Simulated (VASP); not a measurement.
# NaCl (Fm-3m) in VASP: a series of runs

Runs on NaCl. Level: PBE. Tasks: single point.

Program: VASP 6.6.1. These are calculated values, not measurements. Logs are shortened: lines on timing, memory, paths and dates and some standing lists are left out, and cuts for length are marked.

### Step 1. The cell of the first run

The structure is cubic, space group Fm-3m (No. 225). The conventional cell has a = 5.752 Å, b = 5.752 Å, c = 5.752 Å, α = 90.00°, β = 90.00°, γ = 90.00°. Na (site symmetry m-3m) has 6 Cl at 2.88 Å within 3.8 Å. Within 3.8 Å of Cl (site symmetry m-3m) lie 6 Na at 2.88 Å.

### Step 2. Single point, PBE (23.79 Å³/atom)

The input, INCAR:

```
ALGO = Normal
EDIFF = 1E-6
ENCUT = 520
GGA = PE
ISIF = 2
ISMEAR = 0
LASPH = True
LCHARG = False
LREAL = False
LWAVE = False
NBANDS = 14
NELM = 80
PREC = Accurate
SIGMA = 0.02
```

The input, KPOINTS:

```
k-points
0
Gamma
  8 8 8
```

The input, POSCAR:

```
NaCl
1.0
    0.0000000000      2.8762440537      2.8762440537
    2.8762440537      0.0000000000      2.8762440537
    2.8762440537      2.8762440537      0.0000000000
Na Cl
1 1
Direct
    0.0000000000      0.0000000000      0.0000000000
    0.5000000000      0.5000000000      0.5000000000
```

Potentials or basis: VASP PAW PBE potentials, release 64 (Na_pv, Cl).

Launch:

```
$ cat potpaw_PBE.64/Na_pv/POTCAR potpaw_PBE.64/Cl/POTCAR > POTCAR
$ mpirun -np 1 vasp_std > vasp.out
```

OUTCAR:

```text
EDIFF = 1E-6
   ENCUT = 520
   GGA = PE
   ISIF = 2
   ISMEAR = 0
   LASPH = True
   LREAL = False
   NELM = 80
   PREC = Accurate

 ion  position               nearest neighbor table
   1  0.000  0.000  0.000-
   2  0.500  0.500  0.500-

  LATTYP: Found a face centered cubic cell.
 ALAT       =     5.7524881074

  Lattice vectors:

 A1 = (   0.0000000000,   2.8762440537,   2.8762440537)
 A2 = (   2.8762440537,   0.0000000000,   2.8762440537)
 A3 = (   2.8762440537,   2.8762440537,   0.0000000000)

Analysis of symmetry for initial positions (statically):
=====================================================================
 Subroutine PRICEL returns:
 Original cell was already a primitive cell.

 Routine SETGRP: Setting up the symmetry group for a
 face centered cubic supercell.

 Subroutine GETGRP returns: Found 48 space group operations
 (whereof 48 operations were pure point group operations)
 out of a pool of 48 trial point group operations.

The static configuration has the point symmetry O_h .

Analysis of symmetry for dynamics (positions and initial velocities):
=====================================================================
 Subroutine PRICEL returns:
 Original cell was already a primitive cell.

 Routine SETGRP: Setting up the symmetry group for a
 face centered cubic supercell.

 Subroutine GETGRP returns: Found 48 space group operations
 (whereof 48 operations were pure point group operations)
 out of a pool of 48 trial point group operations.

The dynamic configuration has the point symmetry O_h .

 Subroutine INISYM returns: Found 48 space group operations
 (whereof 48 operations are pure point group operations),
 and found     1 'primitive' translations

----------------------------------------------------------------------------------------

                                     Primitive cell

  volume of cell :      47.5891

  direct lattice vectors                    reciprocal lattice vectors
     0.000000000  2.876244054  2.876244054    -0.173837821  0.173837821  0.173837821
     2.876244054  0.000000000  2.876244054     0.173837821 -0.173837821  0.173837821
     2.876244054  2.876244054  0.000000000     0.173837821  0.173837821 -0.173837821

  length of vectors
     4.067623349  4.067623349  4.067623349     0.301095939  0.301095939  0.301095939

  position of ions in fractional coordinates (direct lattice)
     0.000000000  0.000000000  0.000000000
     0.500000000  0.500000000  0.500000000

  ion indices of the primitive-cell ions
   primitive index   ion index
                 1           1
                 2           2

----------------------------------------------------------------------------------------

 KPOINTS: k-points

Automatic generation of k-mesh.
 Grid dimensions read from file:
 generate k-points for:    8    8    8

 Generating k-lattice:

  Cartesian coordinates                     Fractional coordinates (reciprocal lattice)
    -0.021729728  0.021729728  0.021729728     0.125000000  0.000000000  0.000000000
     0.021729728 -0.021729728  0.021729728     0.000000000  0.125000000  0.000000000
     0.021729728  0.021729728 -0.021729728     0.000000000  0.000000000  0.125000000

  Length of vectors
     0.037636992  0.037636992  0.037636992

  Shift w.r.t. Gamma in fractional coordinates (k-lattice)
     0.000000000  0.000000000  0.000000000

 Subroutine IBZKPT returns following result:
 ===========================================

 Found     29 irreducible k-points:

 Following reciprocal coordinates:
            Coordinates               Weight
  0.000000  0.000000  0.000000      1.000000
  0.125000  0.000000  0.000000      8.000000
  0.250000  0.000000  0.000000      8.000000
  0.375000  0.000000  0.000000      8.000000
  0.500000  0.000000  0.000000      4.000000
  0.125000  0.125000  0.000000      6.000000
[... 16 lines left out ...]
  0.500000  0.250000  0.125000     48.000000
 -0.375000  0.250000  0.125000     24.000000
 [... further k-points ...]
   k-points           NKPTS =     29   k-points in BZ     NKDIM =     29   number of bands    NBANDS=     14
   number of dos      NEDOS =    301   number of ions     NIONS =      2
   total plane-waves  NPLWV =  27000
   dimension x,y,z NGX =    30 NGY =   30 NGZ =   30
   dimension x,y,z NGXF=    60 NGYF=   60 NGZF=   60
   ions per type =               1   1
   NGX,Y,Z   is equivalent  to a cutoff of  12.26, 12.26, 12.26 a.u.
   NGXF,Y,Z  is equivalent  to a cutoff of  24.52, 24.52, 24.52 a.u.
 SYSTEM =  unknown system
   PREC   = accura    normal or accurate (medium, high low for compatibility)
   ISTART =      0    job   : 0-new  1-cont  2-samecut
   ICHARG =      2    charge: 1-file 2-atom 10-const
   ISPIN  =      1    spin polarized calculation?
   LNONCOLLINEAR =      F non collinear calculations
   LSORBIT =      F    spin-orbit coupling
   LASPH  =      T    aspherical Exc in radial PAW
   ENCUT  =  520.0 eV  38.22 Ry    6.18 a.u.   7.56  7.56  7.56*2*pi/ulx,y,z
   NELM   =     80;   NELMIN=  2; NELMDL= -5     # of ELM steps
   EDIFF  = 0.1E-05   stopping-criterion for ELM
   LREAL  =      F    real-space projection
   EDIFFG = 0.1E-04   stopping-criterion for IOM
   NSW    =      0    number of steps for IOM
   IBRION =     -1    ionic relax: 0-MD 1-quasi-New 2-CG
   NFREE  =      0    steps in history (QN), initial steepest desc. (CG)
   ISIF   =      2    stress and relaxation
   ISYM   =      2    0-nonsym 1-usesym 2-fastsym
   POTIM  = 0.5000    time-step for ionic-motion
   TEBEG  =    0.0;   TEEND  =   0.0 temperature during run
   PSTRESS=    0.0 pullay stress
   NELECT =      14.0000    total number of electrons
   NUPDOWN=      -1.0000    fix difference up-down
   EMIN   =  10.00;   EMAX   =-10.00  energy-range for DOS
   EFERMI =   0.00;   METHOD = LEGACY
   ISMEAR =     0;   SIGMA  =   0.02  broadening in eV -4-tet -1-fermi 0-gaus
   EFERMI_NEDOS =   21; number of points for ismear=-14 and -15
   IALGO  =     38    algorithm
   IMIX   =      4    mixing-type and parameters
     AMIX     =   0.40;   BMIX     =  1.00
     AMIX_MAG =   1.60;   BMIX_MAG =  1.00
  volume/ion in A,a.u.               =      23.79       160.57
  Fermi-wavevector in a.u.,A,eV,Ry     =   1.088801  2.057535 16.129533  1.185487
  Thomas-Fermi vector in A             =   2.224990
   LORBIT       =      0    0 simple, 1 ext, 2 COOP (PROOUT), +10 PAW based schemes
   GGA     = PE    functional components
   LHFCALC =     F    Hartree Fock is set to
   AEXX    =    0.0000 exact exchange contribution
   IVDW    =     0    specifies the selected vdW correction
   LEPSILON=     F    determine dielectric tensor
   LRPA    =     F    only Hartree local field effects (RPA)
 non-spin polarized calculation
 Gauss-broadening in eV      SIGMA  =   0.02
  energy-cutoff  :      520.00
  volume of cell :       47.59
 maximum number of plane-waves:      1303
   NGX = 15   NGY = 15   NGZ = 15

 number of electron      13.9999997 magnetization

 Free energy of the ion-electron system (eV)
  ---------------------------------------------------
  ext. energy  EPLUGINS =         0.00000000
  ---------------------------------------------------
  free energy    TOTEN  =        -6.77512417 eV

  energy without entropy =       -6.77512417  energy(sigma->0) =       -6.77512417

 E-fermi :  -0.9033     XC(G=0):  -7.9163

 val. band max:       -1.0595945675   @ k =   0.0000   0.0000   0.0000
 cond. band min:       3.8277546510   @ k =   0.0000   0.0000   0.0000
 fundamental gap:      4.8873492185
 Fermi energy:        -0.9032916203

 k-point     1 :       0.0000    0.0000    0.0000
  band No.  band energies     occupation
      1     -21.9998      2.00000
      2     -21.9998      2.00000
      3     -21.9998      2.00000
      4     -13.5927      2.00000
      5      -1.0596      2.00000
      6      -1.0596      2.00000
      7      -1.0596      2.00000
      8       3.8278      0.00000
      9       9.9934      0.00000
     10       9.9934      0.00000
     11       9.9934      0.00000
     12      12.0792      0.00000
     13      12.0792      0.00000
     14      13.5867      0.00000

 k-point     2 :       0.1250    0.0000    0.0000
  band No.  band energies     occupation
      1     -22.0030      2.00000
      2     -22.0000      2.00000
      3     -22.0000      2.00000
      4     -13.5532      2.00000
      5      -1.3951      2.00000
      6      -1.0954      2.00000
      7      -1.0954      2.00000
      8       4.2993      0.00000
      9       9.4433      0.00000
     10      10.1695      0.00000
     11      10.1695      0.00000
     12      11.7934      0.00000
     13      11.7934      0.00000
     14      14.4117      0.00000

 k-point     3 :       0.2500    0.0000    0.0000
  band No.  band energies     occupation
      1     -22.0108      2.00000
      2     -22.0006      2.00000
      3     -22.0006      2.00000
      4     -13.4556      2.00000
      5      -2.0588      2.00000
      6      -1.1792      2.00000
      7      -1.1792      2.00000
      8       5.2658      0.00000
      9       8.8076      0.00000
     10      10.2120      0.00000
     11      10.2120      0.00000
     12      11.9920      0.00000
     13      11.9920      0.00000
     14      14.0874      0.00000
[... 324 lines left out ...]
 k-point    23 :       0.5000    0.2500    0.1250
  band No.  band energies     occupation
      1     -22.0158      2.00000
      2     -22.0057      2.00000
      3     -22.0025      2.00000
      4     -13.3153      2.00000
      5      -2.4546      2.00000
      6      -1.6751      2.00000
      7      -1.3789      2.00000
      8       6.8669      0.00000
      9       8.2954      0.00000
     10       8.7396      0.00000
     11      10.6257      0.00000
     12      12.4152      0.00000
     13      14.5988      0.00000
     14      15.1472      0.00000

 k-point    24 :      -0.3750    0.2500    0.1250
  band No.  band energies     occupation
      1     -22.0174      2.00000
      2     -22.0060      2.00000
      3     -22.0032      2.00000
      4     -13.2833      2.00000
      5      -2.5595      2.00000
      6      -1.7447      2.00000
      7      -1.4271      2.00000
      8       7.1150      0.00000
      9       8.2044      0.00000
     10       8.9758      0.00000
     11      10.4502      0.00000
     12      12.9824      0.00000
     13      14.1660      0.00000
     14      15.2430      0.00000

 [... further k-points ...]

------------------------ aborting loop because EDIFF is reached ----------------------------------------

  FORCE on cell =-STRESS in cart. coord.  units (eV):
  Direction    XX          YY          ZZ          XY          YZ          ZX
  --------------------------------------------------------------------------------------
  -------------------------------------------------------------------------------------
  Total       -0.2025407     -0.2025407     -0.2025407     -0.0000000      0.0000000     -0.0000000
  in kB       -6.8189210     -6.8189210     -6.8189210     -0.0000000      0.0000000     -0.0000000
  external PRESSURE =      -6.8189210 kB  Pullay stress =       0.0000000 kB

 VOLUME and BASIS-vectors are now :
 -----------------------------------------------------------------------------
  energy-cutoff  :      520.00
  volume of cell :       47.59
      direct lattice vectors                 reciprocal lattice vectors
     0.000000000  2.876244054  2.876244054    -0.173837821  0.173837821  0.173837821
     2.876244054  0.000000000  2.876244054     0.173837821 -0.173837821  0.173837821
     2.876244054  2.876244054  0.000000000     0.173837821  0.173837821 -0.173837821

 POSITION                                       TOTAL-FORCE (eV/Angst)
 -----------------------------------------------------------------------------------
      0.00000      0.00000      0.00000         0.000000      0.000000     -0.000000
      2.87624      2.87624      2.87624        -0.000000     -0.000000      0.000000
 -----------------------------------------------------------------------------------
    total drift:                                0.000000      0.000000      0.000000

  FREE ENERGIE OF THE ION-ELECTRON SYSTEM (eV)
  ---------------------------------------------------
  free  energy   TOTEN  =        -6.7751241716 eV

  energy  without entropy=       -6.7751241716  energy(sigma->0) =       -6.77512417
```

Wall time 9.1 s (1 thread of Intel Xeon 6975P-C (Granite Rapids), shared host); peak memory 0.16 GiB.

What came out:

```
Free energy            : -6.7751 eV
Pressure               : -0.7 GPa
Band gap on the k mesh : 4.89 eV
```

Levels at points of the mesh, in eV from the valence-band top:
```
           k point  band 4  band 5  band 6  band 7  band 8  band 9  band 10  band 11
(0.00, 0.00, 0.00)  -12.53    0.00    0.00    0.00    4.89   11.05    11.05    11.05
(0.50, 0.00, 0.00)  -12.25   -1.75   -0.23   -0.23    7.16   10.15    10.82    10.82
(0.50, 0.50, 0.00)  -12.21   -1.51   -0.54   -0.54    7.36    8.12    10.91    14.25
```

A k mesh can miss the band edges.

### Step 3. Single point, PBE (24.49 Å³/atom)

This run uses another cell than the first one, of 24.49 Å³/atom.

The input, INCAR:

```
SYSTEM = NaCl
PREC = Accurate ; ENCUT = 520
EDIFF = 1E-6 ; ISMEAR = 0
SIGMA = 0.02 ; LREAL = .FALSE.
LASPH = .TRUE. ; NELM = 60
ALGO = Normal ; ISIF = 2
LWAVE = .FALSE. ; LCHARG = .FALSE.
GGA = PE ; NBANDS = 14
```

The input, KPOINTS:

```
Automatic mesh
0
G
  8 8 8
  0 0 0
```

The input, POSCAR:

```
NaCl
1.0
    0.0000000000      2.9039019432      2.9039019432
    2.9039019432      0.0000000000      2.9039019432
    2.9039019432      2.9039019432      0.0000000000
Na Cl
1 1
Direct
    0.0000000000      0.0000000000      0.0000000000
    0.5000000000      0.5000000000      0.5000000000
```

Potentials or basis: VASP PAW PBE potentials, release 64 (Na_pv, Cl).

Launch:

```
$ cat potpaw_PBE.64/Na_pv/POTCAR potpaw_PBE.64/Cl/POTCAR > POTCAR
$ mpirun -np 1 vasp_std > vasp.out
```

It took 7.4 s on 1 thread of Intel Xeon 6975P-C (Granite Rapids), shared host; peak memory 0.16 GiB.

Results (log left out):

```
Free energy            : -6.7671 eV
Pressure               : -1.2 GPa
Band gap on the k mesh : 4.79 eV
```

Levels at points of the mesh, in eV from the valence-band top:
```tsv
k point	band 5	band 6	band 7	band 8	band 9	band 10
(0.00, 0.00, 0.00)	0.00	0.00	0.00	4.79	11.02	11.02
(0.50, 0.00, 0.00)	-1.67	-0.22	-0.22	7.11	9.93	10.75
(0.50, 0.50, 0.00)	-1.44	-0.52	-0.52	7.27	8.13	10.71
```

A k mesh can miss the band edges.

(Continued in part 2 of 2.)
